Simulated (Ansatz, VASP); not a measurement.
## Ru: VASP beside Ansatz

```
CELL_PARAMETERS angstrom
4.13417 0.00000 0.00000
-2.06709 3.58030 0.00000
0.00000 0.00000 4.82043
ATOMIC_POSITIONS crystal
Ru 0.00000 0.00000 0.25000
Ru 0.00000 0.00000 0.75000
Ru 0.33333 0.66667 0.75000
Ru 0.66667 0.33333 0.25000
```

Alike in both runs: functional PBE; k mesh 6 × 6 × 2; occupations gaussian, width 0.1 eV; no spin polarisation.

Ansatz relaxed the structure, and its values are those at the end. VASP's run is a single point on that final structure, the one shown.

|  | VASP | Ansatz |
| --- | --- | --- |
| version | VASP 6.6.1 | Ansatz 0.2.0 |
| potentials or method | VASP PAW PBE potentials, release 64 (Ru_pv), cutoff 520 eV | scalar-relativistic, plane waves, PAW |
| valence electrons in the cell | 56 | 64 |

|  | VASP | Ansatz | Ansatz less VASP |
| --- | --- | --- | --- |
| gap on the k mesh at the Fermi level (eV) | none | none | - |
| pressure (GPa) | 0.4 | 0.1 | -0.20 |

A gap of «none» marks a metal or a gap that the smearing closes. VASP's potentials hold 56 valence electrons a cell and Ansatz's 64, so a difference there can come from the potentials and not from the codes.

The k mesh is coarse, so the values compare programs but aren't converged.
